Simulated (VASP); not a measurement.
# Ag in VASP: single point with PBEsol

Aim: the single point of Ag with PBEsol.

Everything below comes from runs of VASP 6.6.1. Logs are shortened: lines on timing, memory, paths and dates and some standing lists are left out, and cuts for length are marked.

## 1. The cell of the first run

The typed cell holds 1 atom: a = 2.873 Å, b = 2.873 Å, c = 2.873 Å, α = 120.00°, β = 120.00°, γ = 90.01°.

## 2. Single point, PBEsol

INCAR

```
SYSTEM = Ag
  PREC = Accurate
  ENCUT = 520
  EDIFF = 1E-7
  ISMEAR = 0
  SIGMA = 0.15
  LREAL = .False.
  LASPH = .True.
  NELM = 80
  ALGO = Fast
  ISIF = 2
  LWAVE = .False.
  LCHARG = .False.
  GGA = PS
  NBANDS = 12
```

KPOINTS

```
regular mesh
0
Gamma
  28 28 28
  0 0 0
```

POSCAR

```
Ag
1.0
   -1.4366975790      1.4366975790      2.0314903767
    1.4366975790     -1.4366975790      2.0314903767
    1.4366975790      1.4366975790     -2.0314903767
Ag
1
Direct
    0.0000000000      0.0000000000      0.0000000000
```

Potentials or basis: VASP PAW PBE potentials, release 64 (Ag).

The run is started by

```sh
$ cat potpaw_PBE.64/Ag/POTCAR > POTCAR
$ mpirun -np 1 vasp_std > vasp.out
```

OUTCAR:

```text
SYSTEM = Ag
   PREC = Accurate
   ENCUT = 520
   EDIFF = 1E-7
   ISMEAR = 0
   LREAL = .False.
   LASPH = .True.
   NELM = 80
   ISIF = 2
   GGA = PS

 ion  position               nearest neighbor table
   1  0.000  0.000  0.000-

  LATTYP: Found a body centered tetragonal cell.
 ALAT       =     2.8733951580
 C/A-ratio  =     1.4140000000

  Lattice vectors:

 A1 = (  -1.4366975790,   1.4366975790,   2.0314903767)
 A2 = (   1.4366975790,  -1.4366975790,   2.0314903767)
 A3 = (   1.4366975790,   1.4366975790,  -2.0314903767)

Analysis of symmetry for initial positions (statically):
=====================================================================
 Subroutine PRICEL returns:
 Original cell was already a primitive cell.

 Routine SETGRP: Setting up the symmetry group for a
 body centered tetragonal supercell.

 Subroutine GETGRP returns: Found 16 space group operations
 (whereof 16 operations were pure point group operations)
 out of a pool of 16 trial point group operations.

The static configuration has the point symmetry D_4h.

Analysis of symmetry for dynamics (positions and initial velocities):
=====================================================================
 Subroutine PRICEL returns:
 Original cell was already a primitive cell.

 Routine SETGRP: Setting up the symmetry group for a
 body centered tetragonal supercell.

 Subroutine GETGRP returns: Found 16 space group operations
 (whereof 16 operations were pure point group operations)
 out of a pool of 16 trial point group operations.

The dynamic configuration has the point symmetry D_4h.

 Subroutine INISYM returns: Found 16 space group operations
 (whereof 16 operations are pure point group operations),
 and found     1 'primitive' translations

----------------------------------------------------------------------------------------

                                     Primitive cell

  volume of cell :      16.7728

  direct lattice vectors                    reciprocal lattice vectors
    -1.436697579  1.436697579  2.031490377     0.000000000  0.348020354  0.246124720
     1.436697579 -1.436697579  2.031490377     0.348020354  0.000000000  0.246124720
     1.436697579  1.436697579 -2.031490377     0.348020354  0.348020354  0.000000000

  length of vectors
     2.873178208  2.873178208  2.873178208     0.426257603  0.426257603  0.492175105

  position of ions in fractional coordinates (direct lattice)
     0.000000000  0.000000000  0.000000000

  ion indices of the primitive-cell ions
   primitive index   ion index
                 1           1

----------------------------------------------------------------------------------------

 KPOINTS: regular mesh

Automatic generation of k-mesh.
 Grid dimensions read from file:
 generate k-points for:   28   28   28

 Generating k-lattice:

  Cartesian coordinates                     Fractional coordinates (reciprocal lattice)
     0.000000000  0.012429298  0.008790169     0.035714286  0.000000000 -0.000000000
     0.012429298  0.000000000  0.008790169     0.000000000  0.035714286 -0.000000000
     0.012429298  0.012429298  0.000000000     0.000000000  0.000000000  0.035714286

  Length of vectors
     0.015223486  0.015223486  0.017577682

  Shift w.r.t. Gamma in fractional coordinates (k-lattice)
     0.000000000  0.000000000  0.000000000

 Subroutine IBZKPT returns following result:
 ===========================================

 Found   1639 irreducible k-points:

 Following reciprocal coordinates:
            Coordinates               Weight
  0.000000  0.000000  0.000000      1.000000
  0.035714  0.000000 -0.000000      8.000000
  0.071429  0.000000 -0.000000      8.000000
  0.107143 -0.000000  0.000000      8.000000
  0.142857  0.000000  0.000000      8.000000
  0.178571  0.000000  0.000000      8.000000
[... 16 lines left out ...]
  0.285714  0.035714  0.000000     16.000000
  0.321429  0.035714  0.000000     16.000000
 [... further k-points ...]
   k-points           NKPTS =   1639   k-points in BZ     NKDIM =   1639   number of bands    NBANDS=     12
   number of dos      NEDOS =    301   number of ions     NIONS =      1
   total plane-waves  NPLWV =  13824
   dimension x,y,z NGX =    24 NGY =   24 NGZ =   24
   dimension x,y,z NGXF=    48 NGYF=   48 NGZF=   48
   ions per type =               1
   NGX,Y,Z   is equivalent  to a cutoff of  13.89, 13.89, 13.89 a.u.
   NGXF,Y,Z  is equivalent  to a cutoff of  27.77, 27.77, 27.77 a.u.
 SYSTEM =  Ag
   PREC   = accura    normal or accurate (medium, high low for compatibility)
   ISTART =      0    job   : 0-new  1-cont  2-samecut
   ICHARG =      2    charge: 1-file 2-atom 10-const
   ISPIN  =      1    spin polarized calculation?
   LNONCOLLINEAR =      F non collinear calculations
   LSORBIT =      F    spin-orbit coupling
   LASPH  =      T    aspherical Exc in radial PAW
   ENCUT  =  520.0 eV  38.22 Ry    6.18 a.u.   5.34  5.34  5.34*2*pi/ulx,y,z
   NELM   =     80;   NELMIN=  2; NELMDL= -5     # of ELM steps
   EDIFF  = 0.1E-06   stopping-criterion for ELM
   LREAL  =      F    real-space projection
   EDIFFG = 0.1E-05   stopping-criterion for IOM
   NSW    =      0    number of steps for IOM
   IBRION =     -1    ionic relax: 0-MD 1-quasi-New 2-CG
   NFREE  =      0    steps in history (QN), initial steepest desc. (CG)
   ISIF   =      2    stress and relaxation
   ISYM   =      2    0-nonsym 1-usesym 2-fastsym
   POTIM  = 0.5000    time-step for ionic-motion
   TEBEG  =    0.0;   TEEND  =   0.0 temperature during run
   PSTRESS=    0.0 pullay stress
   NELECT =      11.0000    total number of electrons
   NUPDOWN=      -1.0000    fix difference up-down
   EMIN   =  10.00;   EMAX   =-10.00  energy-range for DOS
   EFERMI =   0.00;   METHOD = LEGACY
   ISMEAR =     0;   SIGMA  =   0.15  broadening in eV -4-tet -1-fermi 0-gaus
   EFERMI_NEDOS =   21; number of points for ismear=-14 and -15
   IALGO  =     68    algorithm
   IMIX   =      4    mixing-type and parameters
     AMIX     =   0.40;   BMIX     =  1.00
     AMIX_MAG =   1.60;   BMIX_MAG =  1.00
  volume/ion in A,a.u.               =      16.77       113.19
  Fermi-wavevector in a.u.,A,eV,Ry     =   1.422342  2.687836 27.525341  2.023056
  Thomas-Fermi vector in A             =   2.543056
   LORBIT       =      0    0 simple, 1 ext, 2 COOP (PROOUT), +10 PAW based schemes
   GGA     = PS    functional components
   LHFCALC =     F    Hartree Fock is set to
   AEXX    =    0.0000 exact exchange contribution
   IVDW    =     0    specifies the selected vdW correction
   LEPSILON=     F    determine dielectric tensor
   LRPA    =     F    only Hartree local field effects (RPA)
 non-spin polarized calculation
 RMM-DIIS sequential band-by-band and
 Gauss-broadening in eV      SIGMA  =   0.15
  energy-cutoff  :      520.00
  volume of cell :       16.77
 maximum number of plane-waves:       465
 NGX is ok and might be reduce to    24
   NGX = 11   NGY = 11   NGZ = 11

 number of electron      11.0000000 magnetization

 Free energy of the ion-electron system (eV)
  ---------------------------------------------------
  ext. energy  EPLUGINS =         0.00000000
  ---------------------------------------------------
  free energy    TOTEN  =        -3.31087295 eV

  energy without entropy =       -3.30838153  energy(sigma->0) =       -3.30962724

 E-fermi :   8.5015     XC(G=0): -12.5105

 val. band max:        8.4771344641   @ k =  -0.3571  -0.3571   0.2143
 cond. band min:       8.5333995300   @ k =  -0.3214   0.3929   0.1071
 fundamental gap:      0.0562650659
 Fermi energy:         8.5014692258

 k-point     1 :       0.0000    0.0000    0.0000
  band No.  band energies     occupation
      1       0.5087      2.00000
      2       3.6292      2.00000
      3       3.6292      2.00000
      4       3.6302      2.00000
      5       4.7066      2.00000
      6       4.7076      2.00000
      7      24.4817      0.00000
      8      28.1506      0.00000
      9      28.1506      0.00000
     10      28.1527      0.00000
     11      33.0127      0.00000
     12      34.2462      0.00000

 k-point     2 :       0.0357    0.0000   -0.0000
  band No.  band energies     occupation
      1       0.5494      2.00000
      2       3.6194      2.00000
      3       3.6410      2.00000
      4       3.6417      2.00000
      5       4.7018      2.00000
      6       4.7028      2.00000
      7      24.4970      0.00000
      8      27.7680      0.00000
      9      28.1702      0.00000
     10      28.1716      0.00000
     11      33.1981      0.00000
     12      34.2115      0.00000

 k-point     3 :       0.0714    0.0000   -0.0000
  band No.  band energies     occupation
      1       0.6700      2.00000
      2       3.5915      2.00000
      3       3.6744      2.00000
      4       3.6751      2.00000
      5       4.6893      2.00000
      6       4.6903      2.00000
      7      24.5105      0.00000
      8      26.8861      0.00000
      9      28.2251      0.00000
     10      28.2265      0.00000
     11      32.9752      0.00000
     12      34.0303      0.00000

 k-point     4 :       0.1071   -0.0000    0.0000
  band No.  band energies     occupation
      1       0.8649      2.00000
      2       3.5537      2.00000
      3       3.7238      2.00000
      4       3.7244      2.00000
      5       4.6750      2.00000
      6       4.6759      2.00000
      7      24.3527      0.00000
      8      25.9601      0.00000
      9      28.3029      0.00000
     10      28.3043      0.00000
     11      32.3800      0.00000
     12      33.7303      0.00000

 k-point     5 :       0.1429    0.0000    0.0000
  band No.  band energies     occupation
      1       1.1221      2.00000
      2       3.5216      2.00000
      3       3.7785      2.00000
      4       3.7792      2.00000
      5       4.6693      2.00000
      6       4.6701      2.00000
      7      23.6202      0.00000
      8      25.4931      0.00000
      9      28.3822      0.00000
     10      28.3835      0.00000
     11      31.8159      0.00000
     12      33.2999      0.00000
[... 228 lines left out ...]
      1       1.8266      2.00000
      2       3.6070      2.00000
      3       3.8625      2.00000
      4       3.8709      2.00000
      5       4.6730      2.00000
      6       4.8845      2.00000
      7      20.6423      0.00000
      8      25.0937      0.00000
      9      27.5740      0.00000
     10      29.3212      0.00000
     11      30.7443      0.00000
     12      31.8072      0.00000

 k-point    22 :       0.2500    0.0357    0.0000
  band No.  band energies     occupation
      1       2.0143      2.00000
      2       3.7849      2.00000
      3       3.8448      2.00000
      4       3.9404      2.00000
      5       4.7760      2.00000
      6       5.0176      2.00000
      7      19.2536      0.00000
      8      24.8950      0.00000
      9      27.3342      0.00000
     10      29.1707      0.00000
     11      30.9003      0.00000
     12      31.3652      0.00000

 k-point    23 :       0.2857    0.0357    0.0000
  band No.  band energies     occupation
      1       2.0955      2.00000
      2       3.7828      2.00000
      3       3.8058      2.00000
      4       4.3279      2.00000
      5       4.9101      2.00000
      6       5.1991      2.00000
      7      17.8739      0.00000
      8      24.6463      0.00000
      9      27.0298      0.00000
     10      28.7498      0.00000
     11      31.1997      0.00000
     12      31.2146      0.00000

 k-point    24 :       0.3214    0.0357    0.0000
  band No.  band energies     occupation
      1       2.1033      2.00000
      2       3.7396      2.00000
      3       3.7580      2.00000
      4       4.7976      2.00000
      5       5.0576      2.00000
      6       5.4836      2.00000
      7      16.5268      0.00000
      8      24.3835      0.00000
      9      26.7170      0.00000
     10      28.1915      0.00000
     11      31.2421      0.00000
     12      31.4769      0.00000

 [... further k-points ...]
[... 5 lines left out ...]
  --------------------------------------------------------------------------------------
  -------------------------------------------------------------------------------------
  Total       -0.1153428     -0.1153428     -0.1146967      0.0000000      0.0000000      0.0000000
  in kB      -11.0178189    -11.0178189    -10.9561050      0.0000000      0.0000000      0.0000000
  external PRESSURE =     -10.9972476 kB  Pullay stress =       0.0000000 kB

 VOLUME and BASIS-vectors are now :
 -----------------------------------------------------------------------------
  energy-cutoff  :      520.00
  volume of cell :       16.77
      direct lattice vectors                 reciprocal lattice vectors
    -1.436697579  1.436697579  2.031490377     0.000000000  0.348020354  0.246124720
     1.436697579 -1.436697579  2.031490377     0.348020354  0.000000000  0.246124720
     1.436697579  1.436697579 -2.031490377     0.348020354  0.348020354  0.000000000

 POSITION                                       TOTAL-FORCE (eV/Angst)
 -----------------------------------------------------------------------------------
      0.00000      0.00000      0.00000         0.000000     -0.000000     -0.000000
 -----------------------------------------------------------------------------------
    total drift:                                0.000000      0.000000      0.000000

  FREE ENERGIE OF THE ION-ELECTRON SYSTEM (eV)
  ---------------------------------------------------
  free  energy   TOTEN  =        -3.3108729457 eV

  energy  without entropy=       -3.3083815315  energy(sigma->0) =       -3.30962724
```

It took 2.9 min on 1 thread of Intel Xeon 6975P-C, shared host; peak memory 0.42 GiB.

Results:

- Free energy: -3.3109 eV
- Pressure: -1.1 GPa

Caveat: the PAW data sets were made with another functional, which shifts forces and pressure a little.
